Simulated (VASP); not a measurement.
Runs of VASP 6.6.1 on Rh. The structure is that of space group P6_3/mmc (No. 194), or close to it. The cells are those of the table. 

```csv
task,level,potentials or basis,spin,U,cell,k mesh,cutoff (eV),smearing,second run,LDAUTYPE,hund's J,gap on the mesh (eV),pressure (GPa),moment (μB),largest force (eV/Å)
single point,BLYP,"VASP PAW PBE potentials, release 64 (Rh_pv)","collinear, ferromagnetic start",-,"a = 2.731, b = 2.731, c = 4.428 Å, angles 90.0, 90.0, 120.0°, 2 atoms",4 × 4 × 2,500,tetrahedron,-,-,-,none,(a),0.00,-
single point,PBE,"VASP PAW PBE potentials, release 64 (Rh_pv)",off,-,"a = 2.731, b = 2.731, c = 4.428 Å, angles 90.0, 90.0, 120.0°, 2 atoms",4 × 3 × 4,520,gaussian 0.1 eV,-,-,-,none,-1.6,-,(c)
single point,PBE+U,"VASP PAW PBE potentials, release 64 (Rh_sv_GW)",off,Rh d U = 2.7 eV,"a = 2.731, b = 2.731, c = 4.428 Å, angles 90.0, 90.0, 120.0°, 2 atoms",6 × 6 × 4,530,gaussian 0.1 eV,valence_matched,-,-,none,-7.6,-,-
electric field gradients,PBE+D3(BJ),"VASP PAW PBE potentials, release 64 (Rh_pv)",off,-,"a = 2.691, b = 2.691, c = 4.364 Å, angles 90.0, 90.0, 120.0°, 2 atoms",6 × 6 × 4,520,gaussian 0.1 eV,-,-,-,none,0.4,-,-
single point,PBE+U,"VASP PAW PBE potentials, release 64 (Rh_pv)",off,"Rh d U = 8.7 eV, J = 0.41 eV","a = 2.731, b = 2.731, c = 4.428 Å, angles 90.0, 90.0, 120.0°, 2 atoms",6 × 6 × 4,500,gaussian 0.1 eV,-,1,0.41,none,-17.9,-,-
single point,RPBE,"VASP PAW PBE potentials, release 64 (Rh_pv)",off,-,"a = 2.731, b = 2.731, c = 4.428 Å, angles 90.0, 90.0, 120.0°, 2 atoms",3 × 3 × 2,500,gaussian 0.1 eV,-,-,-,none,10.6,-,-
single point,PBEsol,"VASP PAW PBE potentials, release 64 (Rh_pv)","non-collinear, zero start, SOC",-,"a = 2.731, b = 2.731, c = 4.428 Å, angles 90.0, 90.0, 120.0°, 2 atoms",3 × 3 × 2,520,gaussian 0.17 eV,-,-,-,-,-3.5,0.00,-
single point,PBE,"VASP PAW PBE potentials, release 64 (Rh_pv)",off,-,"a = 2.731, b = 2.731, c = 4.428 Å, angles 90.0, 90.0, 120.0°, 2 atoms",6 × 6 × 4,520,gaussian 0.1 eV,-,-,-,none,-3.4,-,-
single point,PBE,"VASP PAW PBE potentials, release 64 (Rh_pv)","collinear, zero start",-,"a = 2.731, b = 2.731, c = 4.428 Å, angles 90.0, 90.0, 120.0°, 2 atoms",6 × 6 × 4,520,methfessel-paxton 0.098 eV,-,-,-,none,-3.4,0.00,-
single point,LDA,"VASP PAW LDA potentials, release 64 (Rh_pv)",off,-,"a = 2.731, b = 2.731, c = 4.428 Å, angles 90.0, 90.0, 120.0°, 2 atoms",6 × 6 × 4,500,gaussian 0.1 eV,-,-,-,none,(b),-,-
single point,LDA,"VASP PAW LDA potentials, release 64 (Rh_pv)",off,-,"a = 2.731, b = 2.731, c = 4.428 Å, angles 90.0, 90.0, 120.0°, 2 atoms",3 × 3 × 1,500,gaussian 0.1 eV,-,-,-,none,-9.2,-,-
single point,PBE,"VASP PAW PBE potentials, release 64 (Rh_pv)",off,-,"a = 2.731, b = 2.731, c = 4.428 Å, angles 90.0, 90.0, 120.0°, 2 atoms","2 × 5 × 2, shifted",500,gaussian 0.1 eV,-,-,-,none,-8.0,-,0.27
```

Q: Fill in the values left out.

A: (a) 11.1; (b) -18.6; (c) 0.35.

Caveats: all runs use coarse meshes; the PAW data sets were made with another functional, which shifts forces and pressure a little (some runs); U without spin polarisation on a metal has little footing (some runs); the U is typed as a test and isn't derived for this compound (some runs); pairwise dispersion overbinds metals, which lowers pressure and volume (some runs).

A k mesh can miss the band edges, and rows without SOC leave out spin-orbit coupling on Rh.

A gap of «none» marks levels without a gap at the run's occupations.

The runs don't all hold the same shells in valence.
